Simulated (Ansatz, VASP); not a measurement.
## Ge: VASP beside Ansatz

File INCAR:

```
  PREC = Accurate
  ENCUT = 520
  EDIFF = 1E-6
  ISMEAR = 0
  SIGMA = 0.05
  LREAL = False
  LASPH = True
  NELM = 60
  ALGO = Normal
  ISIF = 2
  LWAVE = False
  LCHARG = False
  IBRION = 2
  NSW = 80
  EDIFFG = -0.005
```

File KPOINTS:

```
Automatic mesh
0
Gamma
  12 12 12
```

Contents of POSCAR:

```
Ge
1.0
    0.0000000000      2.8295562500      2.8172892308
    2.8295562500      0.0000000000      2.8172892308
    2.8295562500      2.8295562500      0.0000000000
Ge
2
Direct
    0.0000000000      0.0000000000      0.0000000000
    0.2500000000      0.2500000000      0.2500000000
```

Input for Ansatz:

```yaml
crystal:
  lattice:
    - [0.0, 2.82955625, 2.8172892308]
    - [2.82955625, 0.0, 2.8172892308]
    - [2.82955625, 2.82955625, 0.0]
  atoms:
    - { symbol: Ge, position: [0.0, 0.0, 0.0] }
    - { symbol: Ge, position: [0.25, 0.25, 0.25] }
scf:
  occupations: { method: gaussian, width: 0.05 }
output:
  forces: true
  stress: true
  eigenvalues: true
  write_density: true
  write_potential: true
  elf: true
  volumetric_format: npy
hamiltonian:
  xc: lda
relax:
  f_tol: 0.005
  max_steps: 60
kpoints:
  mp_grid: { grid: [12, 12, 12] }
```

Alike in both runs: task relaxation of the atoms; functional LDA; k mesh 12 × 12 × 12; occupations gaussian, width 0.05 eV; no spin polarisation.

```csv
,VASP,Ansatz
version,VASP 6.6.1,Ansatz 0.2.0
potentials or method,"VASP PAW LDA potentials, release 64 (Ge_d)","scalar-relativistic, plane waves, PAW"
plane-wave cutoff (eV),520,420
valence electrons in the cell,28,28
```

```csv
,VASP,Ansatz,Ansatz less VASP
"gap on the k mesh at the Fermi level, each at its own relaxed structure (eV)",0.03,0.03,0.000
```

LDA's correlation is that of Perdew and Zunger in VASP and of Perdew and Wang (1992) in Ansatz. Ansatz's warnings: stress scf threshold loose.

Noted on VASP's run: the relaxation stopped at its first step, so nothing moved.
